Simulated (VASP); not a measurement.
Here is a VASP 6.6.1 calculation.

INCAR

```
PREC     = Accurate       # precision mode
ENCUT    = 520            # plane-wave cutoff, eV
EDIFF    = 1E-7           # SCF threshold, eV
ISMEAR   = 0              # smearing method
SIGMA    = 0.1            # smearing width, eV
LREAL    = F              # projectors in reciprocal space
LASPH    = T              # aspherical terms in the spheres
NELM     = 100            # most SCF steps
ALGO     = Normal         # electronic algorithm
ISIF     = 2              # what is computed and relaxed
LWAVE    = F              # write WAVECAR
LCHARG   = F              # write CHGCAR
GGA      = PS             # functional
IVDW     = 12             # dispersion correction
NBANDS   = 22             # bands
```

KPOINTS

```
regular mesh
0
Gamma
  10 10 10
```

Contents of POSCAR:

```
GaSb3
1.0
    0.0000000000      3.5857729617      3.5857729617
    3.5857729617      0.0000000000      3.5857729617
    3.5857729617      3.5857729617      0.0000000000
Ga Sb
1 3
Direct
    0.0000000000      0.0000000000      0.0000000000
    0.2500000000      0.2500000000      0.2500000000
    0.7500000000      0.7500000000      0.7500000000
    0.5000000000      0.5000000000      0.5000000000
```

Potentials or basis: VASP PAW PBE potentials, release 64 (Ga_d, Sb).

Run with:

```console
$ cat potpaw_PBE.64/Ga_d/POTCAR potpaw_PBE.64/Sb/POTCAR > POTCAR
$ mpirun -np 1 vasp_std > vasp.out
```

Q: What does it give for the band gap on the k mesh?

A: Zero (band 14 reaches 10.33 eV, above the bottom of band 15 at 6.16 eV).

Q: What does it give for the pressure?

A: 0.1 GPa.

Q: Predict the dispersion energy per atom.

A: -0.493 eV.

Caveat: the PAW data sets were made with another functional, which shifts forces and pressure a little; spin-orbit coupling is left out, which moves the levels of the heavy elements; pairwise dispersion overbinds metals, which lowers pressure and volume.
